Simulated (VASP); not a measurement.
Here is a VASP 6.6.1 calculation.

File INCAR:

```
SYSTEM = PbO
ALGO     = Normal         ! electronic algorithm
EDIFF    = 1E-6           ! SCF threshold, eV
ENCUT    = 520            ! plane-wave cutoff, eV
GGA      = PE             ! functional
ISIF     = 2              ! what is computed and relaxed
ISMEAR   = 0              ! smearing method
LASPH    = .True.         ! aspherical terms in the spheres
LCHARG   = .True.         ! write CHGCAR
LELF     = .True.         ! ELF
LREAL    = .False.        ! projectors in reciprocal space
LVHAR    = .True.       
LWAVE    = .False.        ! write WAVECAR
NBANDS   = 28             ! bands
NELM     = 80             ! most SCF steps
PREC     = Accurate       ! precision mode
SIGMA    = 0.05           ! smearing width, eV
```

Contents of KPOINTS:

```
k-points
0
Gamma
  10 10 6
  0 0 0
```

The input POSCAR:

```
PbO
1.0
    4.2137221155      0.0000000000      0.0000000000
   -2.1068610577      3.6491903965      0.0000000000
    0.0000000000      0.0000000000      5.9281997491
Pb O
2 2
Direct
    0.6666666667      0.3333333333      0.0120434907
    0.3333333333      0.6666666667      0.5120434907
    0.6666666667      0.3333333333      0.6131565093
    0.3333333333      0.6666666667      0.1131565093
```

Potentials or basis: VASP PAW PBE potentials, release 64 (Pb_d, O).

Run with:

```bash
$ cat potpaw_PBE.64/Pb_d/POTCAR potpaw_PBE.64/O/POTCAR > POTCAR
$ mpirun -np 1 vasp_std > vasp.out
```

(1) Estimate the pressure.

(2) What does it give for the band gap on the k mesh?

## Answers

(1) -1.0 GPa.

(2) 1.94 eV (least direct gap 2.33 eV).

Caveat: spin-orbit coupling is left out, which moves the levels of the heavy elements.
